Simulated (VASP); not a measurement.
In: single point with LDA

Crystal: In.

```xyz
3
Lattice="4.9788 0.0000 0.0000 -2.4894 4.3118 0.0000 0.0000 0.0000 3.0705" Properties=species:S:1:pos:R:3 pbc="T T T"
In    0.0000    0.0000    0.0000
In    0.0000    2.8745    1.5352
In    2.4894    1.4373    1.5352
```

This cell differs from its parent crystal: volume scaled by 0.88.

```yaml
Program: VASP 6.6.1
Task: single point
Functional: LDA
Potentials_or_basis: VASP PAW LDA potentials, release 64 (In_d)
Cutoff: 520 eV
k_mesh: 8 × 8 × 11
Occupations: fermi-dirac, width 0.1 eV
Spin: no spin polarisation
```

```yaml
Pressure: 8.7 GPa
```

Stress tensor (GPa, compression positive):
```
8.93 0.00 0.00
0.00 8.93 0.00
0.00 0.00 8.17
```

Levels at points of the mesh, in eV from the Fermi level:
| k point | band 15 | band 16 | band 17 | band 18 | band 19 | band 20 | band 21 | band 22 | band 23 | band 24 |
| --- | --- | --- | --- | --- | --- | --- | --- | --- | --- | --- |
| (0.00, 0.00, 0.00) | -14.35 | -10.95 | -2.59 | -2.33 | -1.38 | -1.38 | -1.30 | -1.30 | 5.07 | 9.20 |
| (0.50, 0.00, 0.00) | -14.31 | -8.66 | -8.66 | -4.03 | -3.99 | 4.32 | 4.41 | 5.31 | 5.36 | 7.18 |

It took 34 s on 1 thread of Intel(R) Xeon(R) 6975P-C (Granite Rapids), on a shared host, peak memory 0.21 GiB.

Caveat: spin-orbit coupling is left out, which moves the levels of the heavy elements.
